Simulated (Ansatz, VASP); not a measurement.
# ZnSe: VASP beside Ansatz

File INCAR:

```
ALGO = Normal ; EDIFF = 1E-7
ENCUT = 520 ; GGA = PE
ISIF = 2 ; ISMEAR = -1
LASPH = True ; LCHARG = False
LREAL = False ; LWAVE = False
NBANDS = 26 ; NELM = 80
PREC = Accurate ; SIGMA = 0.05
```

KPOINTS

```
k-points
0
Gamma
  7 7 5
```

POSCAR

```
ZnSe
1.0
    4.1882656299      0.0000000000      0.0000000000
    0.0000000000      4.1882656299      0.0000000000
    0.0000000000      0.0000000000      6.1894066966
Se Zn
2 2
Direct
    0.5000000000      0.0000000000      0.7537200000
    0.0000000000      0.5000000000      0.2462800000
    0.5000000000      0.5000000000      0.0000000000
    0.0000000000      0.0000000000      0.0000000000
```

input.yaml

```yaml
crystal:
  lattice:
    - [4.1882656299, 0.0, 0.0]
    - [0.0, 4.1882656299, 0.0]
    - [0.0, 0.0, 6.1894066966]
  atoms:
    - { symbol: Se, position: [0.5, 0.0, 0.75372] }
    - { symbol: Se, position: [0.0, 0.5, 0.24628] }
    - { symbol: Zn, position: [0.5, 0.5, 0.0] }
    - { symbol: Zn, position: [0.0, 0.0, 0.0] }
hamiltonian:
  xc: pbe
  pseudopotentials: { kind: paw }
kpoints:
  mp_grid: { grid: [7, 7, 5] }
scf:
  occupations: { method: fermi_dirac, width: 0.05 }
output:
  forces: true
  stress: true
  eigenvalues: true
```

Alike in both runs: task single point; functional PBE; k mesh 7 × 7 × 5; occupations fermi-dirac, width 0.05 eV; no spin polarisation.

```csv
,VASP,Ansatz
version,VASP 6.6.1,Ansatz 0.2.0
potentials or method,"VASP PAW PBE potentials, release 64 (Se, Zn)",Ansatz PAW
plane-wave cutoff (eV),520,420
valence electrons in the cell,36,56
```

VASP gave:

* gap on the k mesh at the Fermi level (eV): 1.85
* least direct gap on the mesh (eV): 1.85
* pressure (GPa): -2.6
* traceless stress, the component that is largest in VASP (GPa): 0.18
* rms of the force components (eV/Å): 0.230

Question: Which values does Ansatz return?

Answer: gap on the k mesh at the Fermi level (eV): 1.86; least direct gap on the mesh (eV): 1.86; pressure (GPa): -2.7; traceless stress, the component that is largest in VASP (GPa): 0.18; rms of the force components (eV/Å): 0.242.

Atom by atom the forces differ by 0.013 eV/Å (rms over components). VASP's potentials hold 36 valence electrons a cell and Ansatz's 56, so a difference there can come from the potentials and not from the codes.

Noted on Ansatz's run: odd divisions of the mesh miss points on the zone boundary, where band edges often lie, so the gap on the mesh can be too wide.
